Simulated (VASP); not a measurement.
# Re in VASP: a series of runs, part 2 of 3

VASP 6.6.1. Earlier steps stand in the parts before.

## 4. Single point, LDA (15.72 Å³/atom)

This run uses another cell than the first one, of 15.72 Å³/atom.

Input file INCAR:

```
  ALGO = Normal
  EDIFF = 1E-7
  ENCUT = 520
  GGA = CA
  ISIF = 2
  ISMEAR = -1
  LASPH = T
  LCHARG = F
  LREAL = F
  LWAVE = F
  NBANDS = 10
  NELM = 80
  PREC = Accurate
  SIGMA = 0.03
```

Input file KPOINTS:

```
k-points
0
Gamma
  14 14 14
```

Input file POSCAR:

```
Re
1.0
    0.0000000000      1.9880798514      1.9880798514
    1.9880798514      0.0000000000      1.9880798514
    1.9880798514      1.9880798514      0.0000000000
Re
1
Direct
    0.0000000000      0.0000000000      0.0000000000
```

Potentials or basis: VASP PAW LDA potentials, release 64 (Re).

On the command line:

```
$ cat potpaw_LDA.64/Re/POTCAR > POTCAR
$ mpirun -np 1 vasp_std > vasp.out
```

OUTCAR:

```text
EDIFF = 1E-7
   ENCUT = 520
   GGA = CA
   ISIF = 2
   ISMEAR = -1
   LASPH = T
   LREAL = F
   NELM = 80
   PREC = Accurate

 ion  position               nearest neighbor table
   1  0.000  0.000  0.000-

  LATTYP: Found a face centered cubic cell.
 ALAT       =     3.9761597028

  Lattice vectors:

 A1 = (   0.0000000000,   1.9880798514,   1.9880798514)
 A2 = (   1.9880798514,   0.0000000000,   1.9880798514)
 A3 = (   1.9880798514,   1.9880798514,   0.0000000000)

Analysis of symmetry for initial positions (statically):
=====================================================================
 Subroutine PRICEL returns:
 Original cell was already a primitive cell.

 Routine SETGRP: Setting up the symmetry group for a
 face centered cubic supercell.

 Subroutine GETGRP returns: Found 48 space group operations
 (whereof 48 operations were pure point group operations)
 out of a pool of 48 trial point group operations.

The static configuration has the point symmetry O_h .

Analysis of symmetry for dynamics (positions and initial velocities):
=====================================================================
 Subroutine PRICEL returns:
 Original cell was already a primitive cell.

 Routine SETGRP: Setting up the symmetry group for a
 face centered cubic supercell.

 Subroutine GETGRP returns: Found 48 space group operations
 (whereof 48 operations were pure point group operations)
 out of a pool of 48 trial point group operations.

The dynamic configuration has the point symmetry O_h .

 Subroutine INISYM returns: Found 48 space group operations
 (whereof 48 operations are pure point group operations),
 and found     1 'primitive' translations

----------------------------------------------------------------------------------------

                                     Primitive cell

  volume of cell :      15.7156

  direct lattice vectors                    reciprocal lattice vectors
     0.000000000  1.988079851  1.988079851    -0.251498952  0.251498952  0.251498952
     1.988079851  0.000000000  1.988079851     0.251498952 -0.251498952  0.251498952
     1.988079851  1.988079851  0.000000000     0.251498952  0.251498952 -0.251498952

  length of vectors
     2.811569489  2.811569489  2.811569489     0.435608964  0.435608964  0.435608964

  position of ions in fractional coordinates (direct lattice)
     0.000000000  0.000000000  0.000000000

  ion indices of the primitive-cell ions
   primitive index   ion index
                 1           1

----------------------------------------------------------------------------------------

 KPOINTS: k-points

Automatic generation of k-mesh.
 Grid dimensions read from file:
 generate k-points for:   14   14   14

 Generating k-lattice:

  Cartesian coordinates                     Fractional coordinates (reciprocal lattice)
    -0.017964211  0.017964211  0.017964211     0.071428571  0.000000000  0.000000000
     0.017964211 -0.017964211  0.017964211     0.000000000  0.071428571  0.000000000
     0.017964211  0.017964211 -0.017964211     0.000000000  0.000000000  0.071428571

  Length of vectors
     0.031114926  0.031114926  0.031114926

  Shift w.r.t. Gamma in fractional coordinates (k-lattice)
     0.000000000  0.000000000  0.000000000

 Subroutine IBZKPT returns following result:
 ===========================================

 Found    104 irreducible k-points:

 Following reciprocal coordinates:
            Coordinates               Weight
  0.000000  0.000000  0.000000      1.000000
  0.071429  0.000000  0.000000      8.000000
  0.142857  0.000000  0.000000      8.000000
  0.214286  0.000000  0.000000      8.000000
  0.285714  0.000000  0.000000      8.000000
  0.357143  0.000000  0.000000      8.000000
[... 16 lines left out ...]
  0.214286  0.142857  0.000000     24.000000
  0.285714  0.142857  0.000000     24.000000
 [... further k-points ...]
   k-points           NKPTS =    104   k-points in BZ     NKDIM =    104   number of bands    NBANDS=     10
   number of dos      NEDOS =    301   number of ions     NIONS =      1
   total plane-waves  NPLWV =  13824
   dimension x,y,z NGX =    24 NGY =   24 NGZ =   24
   dimension x,y,z NGXF=    48 NGYF=   48 NGZF=   48
   ions per type =               1
   NGX,Y,Z   is equivalent  to a cutoff of  14.19, 14.19, 14.19 a.u.
   NGXF,Y,Z  is equivalent  to a cutoff of  28.38, 28.38, 28.38 a.u.
 SYSTEM =  unknown system
   PREC   = accura    normal or accurate (medium, high low for compatibility)
   ISTART =      0    job   : 0-new  1-cont  2-samecut
   ICHARG =      2    charge: 1-file 2-atom 10-const
   ISPIN  =      1    spin polarized calculation?
   LNONCOLLINEAR =      F non collinear calculations
   LSORBIT =      F    spin-orbit coupling
   LASPH  =      T    aspherical Exc in radial PAW
   ENCUT  =  520.0 eV  38.22 Ry    6.18 a.u.   5.23  5.23  5.23*2*pi/ulx,y,z
   NELM   =     80;   NELMIN=  2; NELMDL= -5     # of ELM steps
   EDIFF  = 0.1E-06   stopping-criterion for ELM
   LREAL  =      F    real-space projection
   EDIFFG = 0.1E-05   stopping-criterion for IOM
   NSW    =      0    number of steps for IOM
   IBRION =     -1    ionic relax: 0-MD 1-quasi-New 2-CG
   NFREE  =      0    steps in history (QN), initial steepest desc. (CG)
   ISIF   =      2    stress and relaxation
   ISYM   =      2    0-nonsym 1-usesym 2-fastsym
   POTIM  = 0.5000    time-step for ionic-motion
   TEBEG  =    0.0;   TEEND  =   0.0 temperature during run
   PSTRESS=    0.0 pullay stress
   NELECT =       7.0000    total number of electrons
   NUPDOWN=      -1.0000    fix difference up-down
   EMIN   =  10.00;   EMAX   =-10.00  energy-range for DOS
   EFERMI =   0.00;   METHOD = LEGACY
   ISMEAR =    -1;   SIGMA  =   0.03  broadening in eV -4-tet -1-fermi 0-gaus
   EFERMI_NEDOS =   21; number of points for ismear=-14 and -15
   IALGO  =     38    algorithm
   IMIX   =      4    mixing-type and parameters
     AMIX     =   0.40;   BMIX     =  1.00
     AMIX_MAG =   1.60;   BMIX_MAG =  1.00
  volume/ion in A,a.u.               =      15.72       106.05
  Fermi-wavevector in a.u.,A,eV,Ry     =   1.250250  2.362631 21.267623  1.563126
  Thomas-Fermi vector in A             =   2.384253
   LORBIT       =      0    0 simple, 1 ext, 2 COOP (PROOUT), +10 PAW based schemes
   GGA     = CA    functional components
   LHFCALC =     F    Hartree Fock is set to
   AEXX    =    0.0000 exact exchange contribution
   IVDW    =     0    specifies the selected vdW correction
   LEPSILON=     F    determine dielectric tensor
   LRPA    =     F    only Hartree local field effects (RPA)
 non-spin polarized calculation
  energy-cutoff  :      520.00
  volume of cell :       15.72
 maximum number of plane-waves:       444
 NGX is ok and might be reduce to    24
   NGX = 11   NGY = 11   NGZ = 11

 number of electron       7.0000000 magnetization

 Free energy of the ion-electron system (eV)
  ---------------------------------------------------
  ext. energy  EPLUGINS =         0.00000000
  ---------------------------------------------------
  free energy    TOTEN  =       -13.56575096 eV

  energy without entropy =      -13.56163542  energy(sigma->0) =      -13.56369319

 E-fermi :   7.2655     XC(G=0): -13.4891

 val. band max:        7.2334142266   @ k =  -0.2143   0.2857   0.0714
 cond. band min:       7.2859659209   @ k =  -0.1429   0.1429   0.0000
 fundamental gap:      0.0525516943
 Fermi energy:         7.2655489805

 k-point     1 :       0.0000    0.0000    0.0000
  band No.  band energies     occupation
      1      -2.3055      2.00000
      2       5.5332      2.00000
      3       5.5332      2.00000
      4       5.5332      2.00000
      5       8.4011      0.00000
      6       8.4011      0.00000
      7      21.2066      0.00000
      8      26.4439      0.00000
      9      26.4439      0.00000
     10      26.4439      0.00000

 k-point     2 :       0.0714    0.0000    0.0000
  band No.  band energies     occupation
      1      -2.0853      2.00000
      2       5.3907      2.00000
      3       5.6343      2.00000
      4       5.6343      2.00000
      5       8.3247      0.00000
      6       8.3247      0.00000
      7      21.6254      0.00000
      8      25.3811      0.00000
      9      26.8395      0.00000
     10      26.8395      0.00000
[... 274 lines left out ...]
 k-point    24 :       0.2857    0.1429    0.0000
  band No.  band energies     occupation
      1       0.3928      2.00000
      2       4.0039      2.00000
      3       5.8023      2.00000
      4       6.6698      2.00000
      5       8.0185      0.00000
      6       9.4211      0.00000
      7      22.2951      0.00000
      8      25.2900      0.00000
      9      27.2800      0.00000
     10      27.9868      0.00000

 [... further k-points ...]
[... 5 lines left out ...]
  --------------------------------------------------------------------------------------
  -------------------------------------------------------------------------------------
  Total       -2.8311465     -2.8311465     -2.8311465      0.0000000      0.0000000      0.0000000
  in kB     -288.6299880   -288.6299880   -288.6299880      0.0000000      0.0000000      0.0000000
  external PRESSURE =    -288.6299880 kB  Pullay stress =       0.0000000 kB

 VOLUME and BASIS-vectors are now :
 -----------------------------------------------------------------------------
  energy-cutoff  :      520.00
  volume of cell :       15.72
      direct lattice vectors                 reciprocal lattice vectors
     0.000000000  1.988079851  1.988079851    -0.251498952  0.251498952  0.251498952
     1.988079851  0.000000000  1.988079851     0.251498952 -0.251498952  0.251498952
     1.988079851  1.988079851  0.000000000     0.251498952  0.251498952 -0.251498952

 POSITION                                       TOTAL-FORCE (eV/Angst)
 -----------------------------------------------------------------------------------
      0.00000      0.00000      0.00000         0.000000      0.000000      0.000000
 -----------------------------------------------------------------------------------
    total drift:                               -0.000000      0.000000     -0.000000

  FREE ENERGIE OF THE ION-ELECTRON SYSTEM (eV)
  ---------------------------------------------------
  free  energy   TOTEN  =       -13.5657509627 eV

  energy  without entropy=      -13.5616354163  energy(sigma->0) =      -13.56369319
```

OSZICAR:

```text
N       E                     dE             d eps       ncg     rms          rms(c)
DAV:   1     0.968712487831E+01    0.96871E+01   -0.33335E+03  2718   0.634E+02
DAV:   2    -0.132856141633E+02   -0.22973E+02   -0.20263E+02  2770   0.135E+02
DAV:   3    -0.143703606287E+02   -0.10847E+01   -0.10356E+01  3332   0.424E+01
DAV:   4    -0.143743532390E+02   -0.39926E-02   -0.39916E-02  3238   0.150E+00
DAV:   5    -0.143743568078E+02   -0.35688E-05   -0.35695E-05  2826   0.370E-02    0.267E+01
DAV:   6    -0.137484046246E+02    0.62595E+00   -0.62519E-01  3316   0.119E+01    0.102E+01
DAV:   7    -0.135711912857E+02    0.17721E+00   -0.38083E-01  3312   0.880E+00    0.564E-01
DAV:   8    -0.135663831861E+02    0.48081E-02   -0.19938E-03  2750   0.291E-01    0.170E-01
DAV:   9    -0.135657499215E+02    0.63326E-03   -0.34481E-04  2924   0.105E-01    0.212E-02
DAV:  10    -0.135657509822E+02   -0.10607E-05   -0.13884E-05  2808   0.260E-02    0.970E-03
DAV:  11    -0.135657509627E+02    0.19516E-07   -0.15481E-07  2546   0.619E-03
   1 F= -.13565751E+02 E0= -.13563693E+02  d E =-.411555E-02
```

It took 16 s on 1 thread of Intel Xeon 8259CL, shared host; peak memory 0.14 GiB.

What came out:

```yaml
Free_energy: -13.5658 eV
Pressure: -28.9 GPa
Band_gap_on_the_k_mesh: zero (an odd number of electrons rules out a gap without spin polarisation)
```

Caveat: the cell stands under tension; spin-orbit coupling is left out, which moves the levels of the heavy elements.

## 5. Single point, LDA (16.33 Å³/atom)

This run uses another cell than the first one, of 16.33 Å³/atom.

Input file INCAR:

```
PREC     = Accurate       # precision mode
ENCUT    = 520            # plane-wave cutoff, eV
EDIFF    = 1E-6           # SCF threshold, eV
ISMEAR   = -1             # smearing method
SIGMA    = 0.03           # smearing width, eV
LREAL    = False          # projectors in reciprocal space
LASPH    = True           # aspherical terms in the spheres
NELM     = 100            # most SCF steps
ALGO     = Normal         # electronic algorithm
ISIF     = 2              # what is computed and relaxed
LWAVE    = False          # write WAVECAR
LCHARG   = False          # write CHGCAR
NBANDS   = 10             # bands
```

Input file KPOINTS:

```
Automatic mesh
0
Gamma
  14 14 14
```

Input file POSCAR:

```
Re
1.0
    0.0000000000      2.0137353243      2.0137353243
    2.0137353243      0.0000000000      2.0137353243
    2.0137353243      2.0137353243      0.0000000000
Re
1
Direct
    0.0000000000      0.0000000000      0.0000000000
```

On the command line:

```
$ cat potpaw_LDA.64/Re/POTCAR > POTCAR
$ mpirun -np 1 vasp_std > vasp.out
```

Run time: 16 s. Hardware: 1 thread of Intel Xeon 8259CL, shared host; peak memory 0.14 GiB.

Results (log left out):

```yaml
Free_energy: -13.4364 eV
Pressure: -38.3 GPa
Band_gap_on_the_k_mesh: zero (an odd number of electrons rules out a gap without spin polarisation)
```

Levels at points of the mesh, in eV from the Fermi level:
```
           k point  band 1  band 2  band 3  band 4  band 5  band 6  band 7  band 8  band 9
(0.00, 0.00, 0.00)   -9.30   -1.64   -1.64   -1.64    1.06    1.06   13.90   18.93   18.93
(0.50, 0.00, 0.00)   -6.09   -1.81   -1.81    0.24    3.25    3.25    8.56   13.39   18.96
(0.50, 0.50, 0.00)   -5.92   -5.13    2.55    3.19    3.89    3.89   11.25   11.55   11.55
```

Caveat: the cell stands under tension; spin-orbit coupling is left out, which moves the levels of the heavy elements.

[end of part 2 of 3]
